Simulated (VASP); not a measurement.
Here is a VASP 6.6.1 calculation.

File INCAR:

```
PREC = Accurate
ENCUT = 520
EDIFF = 1E-6
ISMEAR = 0
SIGMA = 0.1
LREAL = F
LASPH = T
NELM = 100
ALGO = Fast
ISIF = 2
LWAVE = F
LCHARG = F
GGA = PE
NBANDS = 13
```

Contents of KPOINTS:

```
Automatic mesh
0
Gamma
  20 20 20
```

File POSCAR:

```
W
1.0
   -1.5161005166      1.5161005166      1.5161005166
    1.5161005166     -1.5161005166      1.5161005166
    1.5161005166      1.5161005166     -1.5161005166
W
1
Direct
    0.0000000000      0.0000000000      0.0000000000
```

Potentials or basis: VASP PAW PBE potentials, release 64 (W_sv).

Run with:

```bash
$ cat potpaw_PBE.64/W_sv/POTCAR > POTCAR
$ mpirun -np 1 vasp_std > vasp.out
```

Problem. What does it give for the band gap on the k mesh?

Solution. Zero (band 7 reaches 19.56 eV, above the bottom of band 8 at 11.93 eV).

Problem. Estimate the pressure.

Solution. 61.4 GPa.

Caveat: spin-orbit coupling is left out, which moves the levels of the heavy elements.
